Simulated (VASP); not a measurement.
# PbSe (Pm-3m) in VASP: notebook

PbSe is run at these levels: r2SCANh, r2SCAN50, HF; tasks: single point.

Everything below comes from runs of VASP 6.6.1. Logs are shortened: lines on timing, memory, paths and dates and some standing lists are left out, and cuts for length are marked.

## 1. The cell of the first run

Symmetry: Pm-3m, No. 221, cubic system. Conventional cell: a = 3.784 Å, b = 3.784 Å, c = 3.784 Å, α = 90.00°, β = 90.00°, γ = 90.00°. Pb (site symmetry m-3m) has 8 Se at 3.28 Å and 6 Pb at 3.78 Å within 4.3 Å. Se (site symmetry m-3m) has 8 Pb at 3.28 Å and 6 Se at 3.78 Å within 4.3 Å.

## 2. Single point, r2SCANh

POSCAR

```
PbSe
1.0
    3.7843220000      0.0000000000      0.0000000000
    0.0000000000      3.7843220000      0.0000000000
    0.0000000000      0.0000000000      3.7843220000
Pb Se
1 1
Direct
    0.0000000000      0.0000000000      0.0000000000
    0.5000000000      0.5000000000      0.5000000000
```

INCAR.step1

```
PREC     = Accurate       # precision mode
ENCUT    = 520            # plane-wave cutoff, eV
EDIFF    = 1E-5           # SCF threshold, eV
ISMEAR   = -1             # smearing method
SIGMA    = 0.05           # smearing width, eV
LREAL    = False          # projectors in reciprocal space
LASPH    = True           # aspherical terms in the spheres
NELM     = 100            # most SCF steps
ALGO     = Normal         # electronic algorithm
ISIF     = 2              # what is computed and relaxed
LWAVE    = True           # write WAVECAR
LCHARG   = False          # write CHGCAR
GGA      = PE             # functional
NBANDS   = 17             # bands
```

INCAR.step2

```
PREC     = Accurate       # precision mode
ENCUT    = 520            # plane-wave cutoff, eV
EDIFF    = 1E-6           # SCF threshold, eV
ISMEAR   = -1             # smearing method
SIGMA    = 0.05           # smearing width, eV
LREAL    = False          # projectors in reciprocal space
LASPH    = True           # aspherical terms in the spheres
NELM     = 100            # most SCF steps
ALGO     = Normal         # electronic algorithm
ISIF     = 2              # what is computed and relaxed
LWAVE    = False          # write WAVECAR
LCHARG   = False          # write CHGCAR
METAGGA  = R2SCAN         # meta-GGA
LHFCALC  = True           # exact exchange
AEXX     = 0.1            # exact-exchange fraction
LMIXTAU  = True         
PRECFOCK = Normal       
ISTART   = 1            
NBANDS   = 17             # bands
```

KPOINTS

```
Automatic mesh
0
Gamma
  4 4 4
```

Potentials or basis: VASP PAW PBE potentials, release 64 (Pb_d, Se).

Started as:

```sh
$ cat potpaw_PBE.64/Pb_d/POTCAR potpaw_PBE.64/Se/POTCAR > POTCAR
$ cp INCAR.step1 INCAR
$ mpirun -np 1 vasp_std > vasp.out
$ cp INCAR.step2 INCAR
$ mpirun -np 1 vasp_std > vasp.out
```

OUTCAR:

```text
PREC = Accurate
   ENCUT = 520
   EDIFF = 1E-6
   ISMEAR = -1
   LREAL = False
   LASPH = True
   NELM = 100
   ISIF = 2
   METAGGA = R2SCAN
   LHFCALC = True
   AEXX = 0.1
   PRECFOCK = Normal
   ISTART = 1

 ion  position               nearest neighbor table
   1  0.000  0.000  0.000-   2 3.28   2 3.28   2 3.28   2 3.28   2 3.28   2 3.28   2 3.28   2 3.28

   2  0.500  0.500  0.500-   1 3.28   1 3.28   1 3.28   1 3.28   1 3.28   1 3.28   1 3.28   1 3.28

  LATTYP: Found a simple cubic cell.
 ALAT       =     3.7843220000

  Lattice vectors:

 A1 = (   3.7843220000,   0.0000000000,   0.0000000000)
 A2 = (   0.0000000000,   3.7843220000,   0.0000000000)
 A3 = (   0.0000000000,   0.0000000000,   3.7843220000)

Analysis of symmetry for initial positions (statically):
=====================================================================
 Subroutine PRICEL returns:
 Original cell was already a primitive cell.

 Routine SETGRP: Setting up the symmetry group for a
 simple cubic supercell.

 Subroutine GETGRP returns: Found 48 space group operations
 (whereof 48 operations were pure point group operations)
 out of a pool of 48 trial point group operations.

The static configuration has the point symmetry O_h .

Analysis of symmetry for dynamics (positions and initial velocities):
=====================================================================
 Subroutine PRICEL returns:
 Original cell was already a primitive cell.

 Routine SETGRP: Setting up the symmetry group for a
 simple cubic supercell.

 Subroutine GETGRP returns: Found 48 space group operations
 (whereof 48 operations were pure point group operations)
 out of a pool of 48 trial point group operations.

The dynamic configuration has the point symmetry O_h .

 Subroutine INISYM returns: Found 48 space group operations
 (whereof 48 operations are pure point group operations),
 and found     1 'primitive' translations

----------------------------------------------------------------------------------------

                                     Primitive cell

[... 73 lines left out ...]
   ENCUT  =  520.0 eV  38.22 Ry    6.18 a.u.   7.04  7.04  7.04*2*pi/ulx,y,z
   NELM   =    100;   NELMIN=  2; NELMDL=  0     # of ELM steps
   EDIFF  = 0.1E-05   stopping-criterion for ELM
   LREAL  =      F    real-space projection
   EDIFFG = 0.1E-04   stopping-criterion for IOM
   NSW    =      0    number of steps for IOM
   IBRION =     -1    ionic relax: 0-MD 1-quasi-New 2-CG
   NFREE  =      0    steps in history (QN), initial steepest desc. (CG)
   ISIF   =      2    stress and relaxation
   ISYM   =      3    0-nonsym 1-usesym 2-fastsym
   POTIM  = 0.5000    time-step for ionic-motion
   TEBEG  =    0.0;   TEEND  =   0.0 temperature during run
   PSTRESS=    0.0 pullay stress
   NELECT =      20.0000    total number of electrons
   NUPDOWN=      -1.0000    fix difference up-down
   EMIN   =  10.00;   EMAX   =-10.00  energy-range for DOS
   EFERMI =   0.00;   METHOD = LEGACY
   ISMEAR =    -1;   SIGMA  =   0.05  broadening in eV -4-tet -1-fermi 0-gaus
   EFERMI_NEDOS =   21; number of points for ismear=-14 and -15
   IALGO  =     38    algorithm
   IMIX   =      1    mixing-type and parameters
     AMIX     =   0.40;   BMIX     =  1.00
     AMIX_MAG =   1.60;   BMIX_MAG =  1.00
  volume/ion in A,a.u.               =      27.10       182.87
  Fermi-wavevector in a.u.,A,eV,Ry     =   1.174258  2.219025 18.760817  1.378881
  Thomas-Fermi vector in A             =   2.310658
   LORBIT       =      0    0 simple, 1 ext, 2 COOP (PROOUT), +10 PAW based schemes
   METAGGA = R2SCAN    functional components
   LHFCALC =     T    Hartree Fock is set to
   PRECFOCK=normal    Normal, Fast or Accurate (Low or Medium for compatibility)
   ENCUT4O =  -1.0   cutoff for four orbital integrals eV
   NKREDX  =     1    reduce k-point grid by
   NKREDY  =     1    reduce k-point grid by
   NKREDZ  =     1    reduce k-point grid by
   AEXX    =    0.1000 exact exchange contribution
   HFSCREEN=    0.0000 screening length (either q_TF or 0.3 A-1)
   HFSCREENC=   0.0000 screening length for correlation (either q_TF or 0.3 A-1)
   ENCUTFOCK=  -1.0 apply spherical cutoff to Coloumb kernel
   IVDW    =     0    specifies the selected vdW correction
   LEPSILON=     F    determine dielectric tensor
   LRPA    =     F    only Hartree local field effects (RPA)
 non-spin polarized calculation
  energy-cutoff  :      520.00
  volume of cell :       54.20
 maximum number of plane-waves:      1492
  NGX = 24; NGY = 24; NGZ = 24

 number of electron      20.0000009 magnetization

 Free energy of the ion-electron system (eV)
  ---------------------------------------------------
  ext. energy  EPLUGINS =         0.00000000
  ---------------------------------------------------
  free energy    TOTEN  =       -66.14858856 eV

  energy without entropy =      -66.14622312  energy(sigma->0) =      -66.14740584

 E-fermi :   4.9483     XC(G=0):  -9.5356

 val. band max:        4.7237888973   @ k =   0.5000   0.2500   0.0000
 cond. band min:       5.0932337575   @ k =   0.5000   0.5000   0.0000
 fundamental gap:      0.3694448602
 Fermi energy:         4.9482732586

 k-point     1 :       0.0000    0.0000    0.0000
  band No.  band energies     occupation
      1     -13.3499      2.00000
      2     -13.3499      2.00000
      3     -13.1994      2.00000
      4     -13.1994      2.00000
      5     -13.1994      2.00000
      6      -9.2537      2.00000
[... 177 lines left out ...]
      4     -13.1590      2.00000
      5     -13.1590      2.00000
      6      -7.1596      2.00000
[... 9 lines left out ...]
     16      20.4090      0.00000
     17      23.6840      0.00000

------------------------ aborting loop because EDIFF is reached ----------------------------------------

  FORCE on cell =-STRESS in cart. coord.  units (eV):
  Direction    XX          YY          ZZ          XY          YZ          ZX
  --------------------------------------------------------------------------------------
  -------------------------------------------------------------------------------------
  Total       -0.3016907     -0.3016907     -0.3016907     -0.0000000      0.0000000      0.0000000
  in kB       -8.9188375     -8.9188375     -8.9188375     -0.0000000      0.0000000      0.0000000
  external PRESSURE =      -8.9188375 kB  Pullay stress =       0.0000000 kB

 VOLUME and BASIS-vectors are now :
 -----------------------------------------------------------------------------
  energy-cutoff  :      520.00
  volume of cell :       54.20
      direct lattice vectors                 reciprocal lattice vectors
     3.784322000  0.000000000  0.000000000     0.264248127  0.000000000  0.000000000
     0.000000000  3.784322000  0.000000000     0.000000000  0.264248127  0.000000000
     0.000000000  0.000000000  3.784322000     0.000000000  0.000000000  0.264248127

 POSITION                                       TOTAL-FORCE (eV/Angst)
 -----------------------------------------------------------------------------------
      0.00000      0.00000      0.00000         0.000000      0.000000      0.000000
      1.89216      1.89216      1.89216         0.000000      0.000000      0.000000
 -----------------------------------------------------------------------------------
    total drift:                               -0.000026     -0.000002     -0.000015

  FREE ENERGIE OF THE ION-ELECTRON SYSTEM (eV)
  ---------------------------------------------------
  free  energy   TOTEN  =       -66.1485885560 eV

  energy  without entropy=      -66.1462231220  energy(sigma->0) =      -66.14740584
```

Run time: 11 min. Hardware: 1 thread of AMD EPYC 7R43 (Zen 3), shared host; peak memory 0.14 GiB.

What came out:

| Quantity | Value |
| --- | --- |
| Free energy | -66.1486 eV |
| Pressure | -0.9 GPa |
| Band gap on the k mesh | zero (bands 10 and 11 overlap by 0.43 eV) |

Caveat: the k points lie up to 0.42 Å⁻¹ apart; the PAW data sets were made with another functional, which shifts forces and pressure a little; spin-orbit coupling is left out, which moves the levels of the heavy elements.

## 3. Single point, r2SCAN50

POSCAR is that of step 2.

INCAR.step1

```
SYSTEM = PbSe
ALGO = Normal
EDIFF = 1E-5
ENCUT = 520
GGA = PE
ISIF = 2
ISMEAR = -1
LASPH = .True.
LCHARG = .False.
LREAL = .False.
LWAVE = .True.
NBANDS = 17
NELM = 60
PREC = Accurate
SIGMA = 0.05
```

INCAR.step2

```
SYSTEM = PbSe
AEXX = 0.5
ALGO = Normal
EDIFF = 1E-7
ENCUT = 520
ISIF = 2
ISMEAR = -1
ISTART = 1
LASPH = .True.
LCHARG = .False.
LHFCALC = .True.
LMIXTAU = .True.
LREAL = .False.
LWAVE = .False.
METAGGA = R2SCAN
NBANDS = 17
NELM = 60
PREC = Accurate
PRECFOCK = Normal
SIGMA = 0.05
```

KPOINTS

```
k-points
0
Gamma
  4 4 4
  0 0 0
```

Potentials or basis: VASP PAW PBE potentials, release 64 (Pb_d, Se).

Started as:

```sh
$ cat potpaw_PBE.64/Pb_d/POTCAR potpaw_PBE.64/Se/POTCAR > POTCAR
$ cp INCAR.step1 INCAR
$ mpirun -np 1 vasp_std > vasp.out
$ cp INCAR.step2 INCAR
$ mpirun -np 1 vasp_std > vasp.out
```

Wall time 24 min (1 thread of AMD EPYC 7R43 (Zen 3), shared host); peak memory 0.15 GiB.

The run converged. Its results:

```
Free energy            : -45.5634 eV
Pressure               : -2.5 GPa
Band gap on the k mesh : zero (bands 10 and 11 overlap by 0.78 eV)
```

Levels at points of the mesh, in eV from the Fermi level:
```
           k point  band 6  band 7  band 8  band 9  band 10  band 11  band 12  band 13  band 14  band 15
(0.00, 0.00, 0.00)  -16.89   -8.77   -2.73   -2.73    -2.73     7.34     7.34     8.83     8.83     8.83
(0.50, 0.00, 0.00)  -15.60  -11.47   -1.24   -1.24    -0.92     1.85     5.53     5.53     8.97    11.02
(0.50, 0.50, 0.00)  -14.78   -9.39   -6.14   -6.14     0.39     6.58     6.58     7.55     9.30    11.39
(0.50, 0.50, 0.50)  -14.45   -8.06   -3.73   -3.73    -3.73    -0.39    -0.39    -0.39    17.36    17.36
```

Caveat: the k points lie up to 0.42 Å⁻¹ apart, too coarse for converged energies and pressures of a metal; the PAW data sets were made with another functional, which shifts forces and pressure a little; spin-orbit coupling is left out, which moves the levels of the heavy elements.

## 4. Single point, HF

POSCAR is that of step 3.

INCAR.step1

```
SYSTEM = PbSe
PREC = Accurate
ENCUT = 520
EDIFF = 1E-5
ISMEAR = -1
SIGMA = 0.05
LREAL = .FALSE.
LASPH = .TRUE.
NELM = 100
ALGO = Normal
ISIF = 2
LWAVE = .TRUE.
LCHARG = .FALSE.
GGA = PE
NBANDS = 17
```

INCAR.step2

```
SYSTEM = PbSe
PREC = Accurate
ENCUT = 520
EDIFF = 1E-6
ISMEAR = -1
SIGMA = 0.05
LREAL = .FALSE.
LASPH = .TRUE.
NELM = 100
ALGO = Normal
ISIF = 2
LWAVE = .FALSE.
LCHARG = .FALSE.
GGA = PE
LHFCALC = .TRUE.
AEXX = 1.0
ALDAC = 0.0
AGGAC = 0.0
PRECFOCK = Normal
ISTART = 1
NBANDS = 17
```

KPOINTS

```
regular mesh
0
G
  4 4 4
  0 0 0
```

Started as:

```sh
$ cat potpaw_PBE.64/Pb_d/POTCAR potpaw_PBE.64/Se/POTCAR > POTCAR
$ cp INCAR.step1 INCAR
$ mpirun -np 1 vasp_std > vasp.out
$ cp INCAR.step2 INCAR
$ mpirun -np 1 vasp_std > vasp.out
```

Wall time 32 min (1 thread of AMD EPYC 7R43 (Zen 3), shared host); peak memory 0.15 GiB.

It converged, with:

- Free energy: -16.0163 eV
- Pressure: 4.8 GPa
- Band gap on the k mesh: 4.32 eV (least direct gap 5.52 eV)

Levels at points of the mesh, in eV from the valence-band top:
```csv
k point,band 7,band 8,band 9,band 10,band 11,band 12,band 13,band 14
"(0.00, 0.00, 0.00)",-8.47,-2.36,-2.36,-2.36,11.20,11.20,13.06,13.06
"(0.50, 0.00, 0.00)",-11.97,-0.75,-0.75,0.00,5.52,9.29,9.29,13.01
"(0.50, 0.50, 0.00)",-9.32,-6.12,-6.12,-0.34,10.62,10.62,11.65,13.47
"(0.50, 0.50, 0.50)",-7.79,-3.56,-3.56,-3.56,4.32,4.32,4.32,22.26
```

Caveat: the cell stands under pressure; the PAW data sets were made with another functional, which shifts forces and pressure a little; spin-orbit coupling is left out, which moves the levels of the heavy elements. A k mesh can miss the band edges.

## 5. Single point, HF

This run uses another cell than the first one, of 29.88 Å³/atom.

POSCAR

```
PbSe
1.0
    3.9098469964      0.0000000000      0.0000000000
    0.0000000000      3.9098469964      0.0000000000
    0.0000000000      0.0000000000      3.9098469964
Pb Se
1 1
Direct
    0.0000000000      0.0000000000      0.0000000000
    0.5000000000      0.5000000000      0.5000000000
```

INCAR.step1

```
ALGO     = Normal         # electronic algorithm
EDIFF    = 1E-5           # SCF threshold, eV
ENCUT    = 520            # plane-wave cutoff, eV
GGA      = PE             # functional
ISIF     = 2              # what is computed and relaxed
ISMEAR   = -1             # smearing method
LASPH    = True           # aspherical terms in the spheres
LREAL    = False          # projectors in reciprocal space
LWAVE    = True           # write WAVECAR
NBANDS   = 17             # bands
NELM     = 100            # most SCF steps
PREC     = Accurate       # precision mode
SIGMA    = 0.05           # smearing width, eV
```

INCAR.step2

```
AEXX     = 1.0            # exact-exchange fraction
AGGAC    = 0.0          
ALDAC    = 0.0          
ALGO     = Normal         # electronic algorithm
EDIFF    = 1E-6           # SCF threshold, eV
ENCUT    = 520            # plane-wave cutoff, eV
GGA      = PE             # functional
ISIF     = 2              # what is computed and relaxed
ISMEAR   = -1             # smearing method
ISTART   = 1            
LASPH    = True           # aspherical terms in the spheres
LCHARG   = True           # write CHGCAR
LELF     = True           # ELF
LHFCALC  = True           # exact exchange
LREAL    = False          # projectors in reciprocal space
LVHAR    = True         
LWAVE    = False          # write WAVECAR
NBANDS   = 17             # bands
NELM     = 100            # most SCF steps
PREC     = Accurate       # precision mode
PRECFOCK = Normal       
SIGMA    = 0.05           # smearing width, eV
```

KPOINTS

```
k-points
0
Gamma
  4 4 4
```

Started as:

```sh
$ cat potpaw_PBE.64/Pb_d/POTCAR potpaw_PBE.64/Se/POTCAR > POTCAR
$ cp INCAR.step1 INCAR
$ mpirun -np 1 vasp_std > vasp.out
$ cp INCAR.step2 INCAR
$ mpirun -np 1 vasp_std > vasp.out
```

It took 36 min on 1 thread of AMD EPYC 7R43 (Zen 3), shared host; peak memory 0.14 GiB.

The run converged. Its results:

```yaml
Free_energy: -16.0800 eV
Pressure: -0.8 GPa
Band_gap_on_the_k_mesh: 4.80 eV (least direct gap 5.66 eV)
```

Levels at points of the mesh, in eV from the valence-band top:
| k point | band 8 | band 9 | band 10 | band 11 | band 12 | band 13 |
| --- | --- | --- | --- | --- | --- | --- |
| (0.00, 0.00, 0.00) | -1.79 | -1.79 | -1.79 | 11.46 | 11.46 | 12.45 |
| (0.50, 0.00, 0.00) | -0.38 | -0.38 | -0.08 | 5.58 | 9.29 | 9.29 |
| (0.50, 0.50, 0.00) | -5.15 | -5.15 | 0.00 | 10.36 | 10.36 | 11.26 |
| (0.50, 0.50, 0.50) | -2.87 | -2.87 | -2.87 | 4.80 | 4.80 | 4.80 |

Caveat: the PAW data sets were made with another functional, which shifts forces and pressure a little; spin-orbit coupling is left out, which moves the levels of the heavy elements. A k mesh can miss the band edges.

## 6. Summary

```tsv
level	cell	share of exact exchange	gap on the mesh (eV)	pressure (GPa)
r2SCANh	a = 3.784 Å, 2 atoms	0.1	none	-0.9
r2SCAN50	a = 3.784 Å, 2 atoms	0.5	none	-2.5
HF	a = 3.784 Å, 2 atoms	1	4.32	4.8
HF	a = 3.910 Å, 2 atoms	1	4.80	-0.8
```

Alike in all rows: task single point; potentials or basis VASP PAW PBE potentials, release 64 (Pb_d, Se); no spin polarisation; k mesh 4 × 4 × 4; cutoff (eV) 520; smearing fermi-dirac 0.05 eV.

Caveats: some runs use coarse meshes; the PAW data sets were made with another functional, which shifts forces and pressure a little; spin-orbit coupling is left out, which moves the levels of the heavy elements; the cell stands under pressure (at least some runs).

Total energies depend on the potentials used, so only differences within one code and one set of settings carry meaning.

The gap in the log of VASP goes by the Fermi energy; the results here count the filled bands.